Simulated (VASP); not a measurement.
# Si in VASP: notebook, part 2 of 2

VASP 6.6.1. Earlier steps stand in the parts before.

## Step 3: Relaxation of the atoms, PBE

Input file INCAR:

```
SYSTEM = Si
  ALGO = Normal
  EDIFF = 1E-6
  EDIFFG = -0.005
  ENCUT = 520
  GGA = PE
  IBRION = 2
  ISIF = 2
  ISMEAR = -1
  LASPH = .TRUE.
  LCHARG = .FALSE.
  LREAL = .FALSE.
  LWAVE = .FALSE.
  NELM = 60
  NSW = 80
  PREC = Accurate
  SIGMA = 0.05
```

Input file KPOINTS:

```
k-points
0
G
  11 8 1
  0 0 0
```

Input file POSCAR:

```
Si
1.0
    2.4456700000      0.0000000000      0.0000000000
    0.0000000000      3.3704800000      0.0000000000
    0.0000000000      0.0000000000     27.4086300000
Si
2
Direct
    0.0000000000      0.0000000000      0.3206400000
    0.5000000000      0.5000000000      0.2631200000
```

Potentials or basis: VASP PAW PBE potentials, release 64 (Si).

Run with:

```console
$ cat potpaw_PBE.64/Si/POTCAR > POTCAR
$ mpirun -np 1 vasp_std > vasp.out
```

OUTCAR:

```text
SYSTEM = Si
   EDIFF = 1E-6
   EDIFFG = -0.005
   ENCUT = 520
   GGA = PE
   IBRION = 2
   ISIF = 2
   ISMEAR = -1
   LASPH = .TRUE.
   LREAL = .FALSE.
   NELM = 60
   NSW = 80
   PREC = Accurate

 ion  position               nearest neighbor table
   1  0.000  0.000  0.321-   2 2.61   2 2.61   2 2.61   2 2.61
   2  0.500  0.500  0.263-   1 2.61   1 2.61   1 2.61   1 2.61

  LATTYP: Found a simple orthorhombic cell.
 ALAT       =     2.4456700000
 B/A-ratio  =     1.3781417771
 C/A-ratio  =    11.2070025801

  Lattice vectors:

 A1 = (   2.4456700000,   0.0000000000,   0.0000000000)
 A2 = (   0.0000000000,   3.3704800000,   0.0000000000)
 A3 = (   0.0000000000,   0.0000000000,  27.4086300000)

Analysis of symmetry for initial positions (statically):
=====================================================================
 Subroutine PRICEL returns:
 Original cell was already a primitive cell.

 Routine SETGRP: Setting up the symmetry group for a
 simple orthorhombic supercell.

 Subroutine GETGRP returns: Found  8 space group operations
 (whereof  4 operations were pure point group operations)
 out of a pool of  8 trial point group operations.

The static configuration has the point symmetry C_2v.
 The point group associated with its full space group is D_2h.

Analysis of symmetry for dynamics (positions and initial velocities):
=====================================================================
 Subroutine PRICEL returns:
 Original cell was already a primitive cell.

 Routine SETGRP: Setting up the symmetry group for a
 simple orthorhombic supercell.

 Subroutine GETGRP returns: Found  8 space group operations
 (whereof  4 operations were pure point group operations)
 out of a pool of  8 trial point group operations.

The dynamic configuration has the point symmetry C_2v.
 The point group associated with its full space group is D_2h.

 Subroutine INISYM returns: Found  8 space group operations
 (whereof  4 operations are pure point group operations),
 and found     1 'primitive' translations

----------------------------------------------------------------------------------------

                                     Primitive cell

  volume of cell :     225.9316

  direct lattice vectors                    reciprocal lattice vectors
     2.445670000  0.000000000  0.000000000     0.408885909  0.000000000  0.000000000
     0.000000000  3.370480000  0.000000000     0.000000000  0.296693646  0.000000000
     0.000000000  0.000000000 27.408630000     0.000000000  0.000000000  0.036484859

  length of vectors
     2.445670000  3.370480000 27.408630000     0.408885909  0.296693646  0.036484859

  position of ions in fractional coordinates (direct lattice)
     0.000000000  0.000000000  0.320640000
     0.500000000  0.500000000  0.263120000

  ion indices of the primitive-cell ions
   primitive index   ion index
                 1           1
                 2           2

----------------------------------------------------------------------------------------

 KPOINTS: k-points

[... 50 lines left out ...]
   number of dos      NEDOS =    301   number of ions     NIONS =      2
   total plane-waves  NPLWV = 105840
   dimension x,y,z NGX =    18 NGY =   28 NGZ =  210
   dimension x,y,z NGXF=    36 NGYF=   56 NGZF=  420
   ions per type =               2
   NGX,Y,Z   is equivalent  to a cutoff of  12.24, 13.81, 12.74 a.u.
   NGXF,Y,Z  is equivalent  to a cutoff of  24.47, 27.62, 25.47 a.u.
 SYSTEM =  Si
   PREC   = accura    normal or accurate (medium, high low for compatibility)
   ISTART =      0    job   : 0-new  1-cont  2-samecut
   ICHARG =      2    charge: 1-file 2-atom 10-const
   ISPIN  =      1    spin polarized calculation?
   LNONCOLLINEAR =      F non collinear calculations
   LSORBIT =      F    spin-orbit coupling
   LASPH  =      T    aspherical Exc in radial PAW
   ENCUT  =  520.0 eV  38.22 Ry    6.18 a.u.   4.55  6.27 50.96*2*pi/ulx,y,z
   NELM   =     60;   NELMIN=  2; NELMDL= -5     # of ELM steps
   EDIFF  = 0.1E-05   stopping-criterion for ELM
   LREAL  =      F    real-space projection
   EDIFFG = -.5E-02   stopping-criterion for IOM
   NSW    =     80    number of steps for IOM
   IBRION =      2    ionic relax: 0-MD 1-quasi-New 2-CG
   NFREE  =      1    steps in history (QN), initial steepest desc. (CG)
   ISIF   =      2    stress and relaxation
   ISYM   =      2    0-nonsym 1-usesym 2-fastsym
   POTIM  = 0.5000    time-step for ionic-motion
   TEBEG  =    0.0;   TEEND  =   0.0 temperature during run
   PSTRESS=    0.0 pullay stress
   NELECT =       8.0000    total number of electrons
   NUPDOWN=      -1.0000    fix difference up-down
   EMIN   =  10.00;   EMAX   =-10.00  energy-range for DOS
   EFERMI =   0.00;   METHOD = LEGACY
   ISMEAR =    -1;   SIGMA  =   0.05  broadening in eV -4-tet -1-fermi 0-gaus
   EFERMI_NEDOS =   21; number of points for ismear=-14 and -15
   IALGO  =     38    algorithm
   IMIX   =      4    mixing-type and parameters
     AMIX     =   0.40;   BMIX     =  1.00
     AMIX_MAG =   1.60;   BMIX_MAG =  1.00
  volume/ion in A,a.u.               =     112.97       762.33
  Fermi-wavevector in a.u.,A,eV,Ry     =   0.537583  1.015885  3.932028  0.288996
  Thomas-Fermi vector in A             =   1.563424
   LORBIT       =      0    0 simple, 1 ext, 2 COOP (PROOUT), +10 PAW based schemes
   GGA     = PE    functional components
   LHFCALC =     F    Hartree Fock is set to
   AEXX    =    0.0000 exact exchange contribution
   IVDW    =     0    specifies the selected vdW correction
   LEPSILON=     F    determine dielectric tensor
   LRPA    =     F    only Hartree local field effects (RPA)
 conjugate gradient relaxation of ions
 non-spin polarized calculation
  energy-cutoff  :      520.00
  volume of cell :      225.93
 maximum number of plane-waves:      6156
   NGX =  9   NGY = 13   NGZ =101

--------------------------------------- Ionic step        1  -------------------------------------------

 number of electron       8.0000000 magnetization

 Free energy of the ion-electron system (eV)
  ---------------------------------------------------
  ext. energy  EPLUGINS =         0.00000000
  ---------------------------------------------------
  free energy    TOTEN  =        -9.21773026 eV

  energy without entropy =       -9.21035457  energy(sigma->0) =       -9.21404242

------------------------ aborting loop because EDIFF is reached ----------------------------------------

  FORCE on cell =-STRESS in cart. coord.  units (eV):
  Direction    XX          YY          ZZ          XY          YZ          ZX
  --------------------------------------------------------------------------------------
  -------------------------------------------------------------------------------------
  Total        0.6424309     -0.2684025      0.4280304      0.0000000      0.0000000      0.0000000
  in kB        4.5557522     -1.9033570      3.0353467      0.0000000      0.0000000      0.0000000
  external PRESSURE =       1.8959140 kB  Pullay stress =       0.0000000 kB
[... 131 lines left out ...]
--------------------------------------- Ionic step        5  -------------------------------------------

 number of electron       8.0000000 magnetization

 Free energy of the ion-electron system (eV)
  ---------------------------------------------------
  ext. energy  EPLUGINS =         0.00000000
  ---------------------------------------------------
  free energy    TOTEN  =        -9.22685444 eV

  energy without entropy =       -9.22223237  energy(sigma->0) =       -9.22454340

 E-fermi :  -2.7988     XC(G=0):  -2.1491

 val. band max:       -3.0280297768   @ k =   0.2727   0.2500   0.0000
 cond. band min:      -2.7945462079   @ k =   0.2727   0.1250   0.0000
 fundamental gap:      0.2334835688
 Fermi energy:        -2.7988405172

 k-point     1 :       0.0000    0.0000    0.0000
  band No.  band energies     occupation
      1     -15.4399      2.00000
      2     -10.1432      2.00000
      3      -4.8494      2.00000
      4      -3.9656      2.00000
      5      -1.3211      0.00000
      6       0.6976      0.00000
      7       1.5396      0.00000
      8       1.5413      0.00000
[... 243 lines left out ...]
 k-point    24 :       0.4545    0.3750    0.0000
  band No.  band energies     occupation
      1      -8.9081      2.00000
      2      -7.1056      2.00000
      3      -5.8714      2.00000
      4      -4.1209      2.00000
      5      -2.6426      0.08420
      6      -0.7600      0.00000
      7      -0.6631      0.00000
      8       1.1413      0.00000

 [... further k-points ...]

------------------------ aborting loop because EDIFF is reached ----------------------------------------

  FORCE on cell =-STRESS in cart. coord.  units (eV):
  Direction    XX          YY          ZZ          XY          YZ          ZX
  --------------------------------------------------------------------------------------
  -------------------------------------------------------------------------------------
  Total        0.1683941     -0.4141254     -0.0042794      0.0000000      0.0000000      0.0000000
  in kB        1.1941546     -2.9367403     -0.0303469      0.0000000      0.0000000      0.0000000
  external PRESSURE =      -0.5909775 kB  Pullay stress =       0.0000000 kB
[... 17 lines left out ...]
  FREE ENERGIE OF THE ION-ELECTRON SYSTEM (eV)
  ---------------------------------------------------
  free  energy   TOTEN  =        -9.2268544377 eV

  energy  without entropy=       -9.2222323716  energy(sigma->0) =       -9.22454340

 reached required accuracy - stopping structural energy minimisation
```

CONTCAR:

```text
Si
   1.00000000000000
     2.4456699999999998    0.0000000000000000    0.0000000000000000
     0.0000000000000000    3.3704800000000001    0.0000000000000000
     0.0000000000000000    0.0000000000000000   27.4086299999999987
  Si
     2
Direct
     0.0000000000000000    0.0000000000000000    0.3217188316296596
     0.5000000000000000    0.5000000000000000    0.2620411683703384

  0.00000000E+00  0.00000000E+00  0.00000000E+00
  0.00000000E+00  0.00000000E+00  0.00000000E+00
```

It took 2.1 min on 1 thread of Intel Xeon Platinum 8375C at 2.90GHz (Ice Lake), shared host; peak memory 0.33 GiB.

Results:

```
Free energy               : -9.2269 eV
Energy gained by relaxing : 4.6 meV/atom
Ionic steps               : 5
Band gap on the k mesh    : zero (bands 4 and 5 overlap by 1.03 eV)
```

Step by step:
```tsv
step	energy change (eV)	largest force (eV/Å)	pressure (GPa)
1	0.0000	0.2738	0.19
2	-0.0060	0.1784	0.07
3	-0.0087	0.0731	-0.10
4	-0.0091	0.0089	-0.06
5	-0.0091	0.0000	-0.06
```

Final structure:
```xyz
2
Lattice="2.4457 0.0000 0.0000 0.0000 3.3705 0.0000 0.0000 0.0000 27.4086" Properties=species:S:1:pos:R:3 pbc="T T T"
Si    0.0000    0.0000    8.8179
Si    1.2228    1.6852    7.1822
```
